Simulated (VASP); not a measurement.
Write the native input for VASP 6.6.1 that does the following.

* Task: single point
* Functional: PBE
* Potentials or basis: VASP PAW PBE potentials, release 64 (Al, P)
* Cutoff: 400 eV
* k mesh: 4 × 4 × 1
* Occupations: fermi-dirac, width 0.1 eV
* Spin: no spin polarisation
* Dipole correction: yes
* Further INCAR settings: ALGO = Normal; EDIFF = 1e-06; NBANDS = 16; NELMDL = -8

The structure of AlP lies in POSCAR:

```
AlP
1.0
    3.8544390642      0.0000000000      0.0000000000
    1.9272195321      3.3380421470      0.0000000000
    0.0000000000      0.0000000000     18.9339203967
Al P
2 2
Direct
    0.0000000000      0.0000000000      0.3961144783
    0.3333333333      0.3333333333      0.5623313130
    0.3333333333      0.3333333333      0.4376686870
    0.6666666667      0.6666666667      0.6038855217
```

One way to write it, as run:

INCAR

```
SYSTEM = AlP
ALGO = Normal
DIPOL = 0.5 0.5 0.500
EDIFF = 1E-6
ENCUT = 400
GGA = PE
GGA_COMPAT = .FALSE.
IDIPOL = 3
ISIF = 2
ISMEAR = -1
LASPH = .TRUE.
LCHARG = .FALSE.
LDIPOL = .TRUE.
LREAL = .FALSE.
LWAVE = .FALSE.
NBANDS = 16
NELM = 120
NELMDL = -8
PREC = Accurate
SIGMA = 0.1
```

KPOINTS

```
k-points
0
G
  4 4 1
  0 0 0
```

Potentials or basis: VASP PAW PBE potentials, release 64 (Al, P).

Run with:

```console
$ cat potpaw_PBE.64/Al/POTCAR potpaw_PBE.64/P/POTCAR > POTCAR
$ mpirun -np 1 vasp_std > vasp.out
```

It gave:

| Item | Value |
| --- | --- |
| Largest force | 1.646 eV/Å |
| Band gap on the k mesh | 0.33 eV (least direct gap 0.59 eV) |

Caveat: the k points lie up to 0.47 Å⁻¹ apart; semilocal functionals underestimate gaps, and a narrow one can read as zero.

Wall time 20 s on 1 thread of AMD EPYC 9R45 96-Core Processor (Zen 5) (shared host), peak memory 0.26 GiB.
